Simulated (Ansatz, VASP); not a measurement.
**One calculation of AlN, two programs**

```
Al N
1.0
     3.08863    0.00000    0.00000
    -1.54431    2.67483    0.00000
     0.00000    0.00000    4.94316
Al N
2 2
Direct
  0.33333 0.66667 0.99751
  0.66667 0.33333 0.49751
  0.33333 0.66667 0.37949
  0.66667 0.33333 0.87949
```

Alike in both runs: functional LDA; k mesh 9 × 9 × 6; occupations gaussian, width 0.02 eV; no spin polarisation.

Ansatz relaxed the structure, and its values are those at the end. VASP's run is a single point on that final structure, the one shown.

|  | VASP | Ansatz |
| --- | --- | --- |
| version | VASP 6.6.1 | Ansatz 0.2.0 |
| potentials or method | VASP PAW LDA potentials, release 64 (Al, N), cutoff 600 eV | scalar-relativistic, plane waves, PAW |
| valence electrons in the cell | 16 | 16 |

Ansatz gave:

```
gap on the k mesh at the Fermi level (eV) : 4.42
least direct gap on the mesh (eV)         : 4.42
pressure (GPa)                            : 0.0
```

**Question.** Estimate VASP's values.

**Answer.** gap on the k mesh at the Fermi level (eV): 4.42; least direct gap on the mesh (eV): 4.42; pressure (GPa): 0.5.

Ansatz warns that its potentials were made for another functional, while VASP's fit it. LDA's correlation is that of Perdew and Zunger in VASP and of Perdew and Wang (1992) in Ansatz.
